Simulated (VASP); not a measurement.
Set up this calculation in VASP 6.6.1, as the native input.

| Quantity | Value |
| --- | --- |
| Task | single point |
| Functional | r2SCAN |
| Potentials or basis | VASP PAW PBE potentials, release 64 (Rb_sv, Br) |
| Cutoff | 520 eV |
| k mesh | 6 × 6 × 6 |
| Occupations | gaussian, width 0.05 eV |
| Spin | no spin polarisation |
| Dipole correction | no |
| Further INCAR settings | ALGO = Normal; EDIFF = 1e-06; NBANDS = 15 |

RbBr:

```
Rb Br
1.0
     1.81361    4.53401    4.53401
     4.53401    1.81361    4.53401
     4.53401    4.53401    1.81361
Rb Br
1 1
Direct
  0.00000 0.00000 0.00000
  0.50000 0.50000 0.50000
```

This cell differs from its parent crystal: ratio of the length along [111] to the lengths across it x 2.0, volume and fractional coordinates fixed.

One way to write it, as run:

POSCAR

```
RbBr
1.0
    1.8136057019      4.5340142547      4.5340142547
    4.5340142547      1.8136057019      4.5340142547
    4.5340142547      4.5340142547      1.8136057019
Rb Br
1 1
Direct
    0.0000000000      0.0000000000      0.0000000000
    0.5000000000      0.5000000000      0.5000000000
```

INCAR.step1

```
PREC = Accurate ; ENCUT = 520
ISMEAR = 0 ; SIGMA = 0.05
LREAL = False ; LASPH = True
NELM = 80 ; NBANDS = 15
GGA = PE ; ALGO = Normal
EDIFF = 1E-4 ; LWAVE = True
LCHARG = False
```

INCAR.step2

```
PREC = Accurate ; ENCUT = 520
EDIFF = 1E-6 ; ISMEAR = 0
SIGMA = 0.05 ; LREAL = False
LASPH = True ; NELM = 80
ALGO = Normal ; ISIF = 2
LWAVE = False ; LCHARG = False
METAGGA = R2SCAN ; LMIXTAU = True
NBANDS = 15 ; ISTART = 1
```

KPOINTS

```
Automatic mesh
0
Gamma
  6 6 6
```

Potentials or basis: VASP PAW PBE potentials, release 64 (Rb_sv, Br).

Run with:

```sh
$ cat potpaw_PBE.64/Rb_sv/POTCAR potpaw_PBE.64/Br/POTCAR > POTCAR
$ cp INCAR.step1 INCAR
$ mpirun -np 1 vasp_std > vasp.out
$ cp INCAR.step2 INCAR
$ mpirun -np 1 vasp_std > vasp.out
```

It gave:

```json
{"Pressure": "-1.2 GPa", "Band gap on the k mesh": "0.34 eV, direct"}
```

Caveat: the PAW data sets were made with another functional, which shifts forces and pressure a little.

Run time: 16 min on 1 thread of AMD EPYC 7571, on a shared host, peak memory 0.36 GiB.
